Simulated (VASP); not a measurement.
Crystal: Sn3Sb2.

```
Sn Sb
1.0
     2.03227    1.17333    9.42060
    -2.03227    1.17333    9.42060
     0.00000   -2.34666    9.42060
Sn Sb
3 2
Direct
  0.00000 0.00000 0.00000
  0.20950 0.20950 0.20950
  0.79050 0.79050 0.79050
  0.40000 0.40000 0.40000
  0.60000 0.60000 0.60000
```

| Property | Result |
| --- | --- |
| Program | VASP 6.6.1 |
| Task | relaxation of cell and atoms |
| Functional | PBE |
| Potentials or basis | VASP PAW PBE potentials, release 64 (Sn_d, Sb) |
| Cutoff | 600 eV |
| k mesh | 6 × 6 × 6 |
| Occupations | gaussian, width 0.1 eV |
| Spin | no spin polarisation |

At the start: pressure 8.8 GPa; volume 26.96 Å³/atom.

How do energy, volume and symmetry change on relaxing?

Over 11 steps the energy falls by 129.7 meV/atom and the volume is 30.31 Å³/atom (+12.4 %); space group R-3m (No. 166, to 0.1 Å) before and after.

The path:
| step | energy change (eV) | largest force (eV/Å) | pressure (GPa) | volume (Å³) |
| --- | --- | --- | --- | --- |
| 1 | 0.0000 | 1.0552 | 8.85 | 134.78 |
| 2 | -0.4227 | 0.3145 | -3.14 | 165.89 |
| 3 | -0.5405 | 0.1721 | -0.28 | 154.50 |
| 4 | -0.5803 | 0.1345 | -0.16 | 154.13 |
| 5 | -0.6299 | 0.1741 | 0.21 | 153.02 |
| 6 | -0.6341 | 0.2015 | 0.30 | 152.43 |
| 7 | -0.6381 | 0.0947 | -0.34 | 154.27 |
| 8 | -0.6382 | 0.1132 | -0.25 | 154.03 |
| 9 | -0.6432 | 0.0804 | -0.23 | 153.27 |
| 10 | -0.6483 | 0.0093 | 0.26 | 151.01 |
| 11 | -0.6485 | 0.0190 | 0.07 | 151.54 |

Final structure:
```
Sn Sb
1.0
     2.20919    1.27548    8.96353
    -2.20919    1.27548    8.96353
     0.00000   -2.55095    8.96353
Sn Sb
3 2
Cartesian
  0.0000 0.0000 0.0000
  0.0000 0.0000 5.5244
  0.0000 0.0000 21.3662
  0.0000 0.0000 10.8041
  0.0000 0.0000 16.0865
```
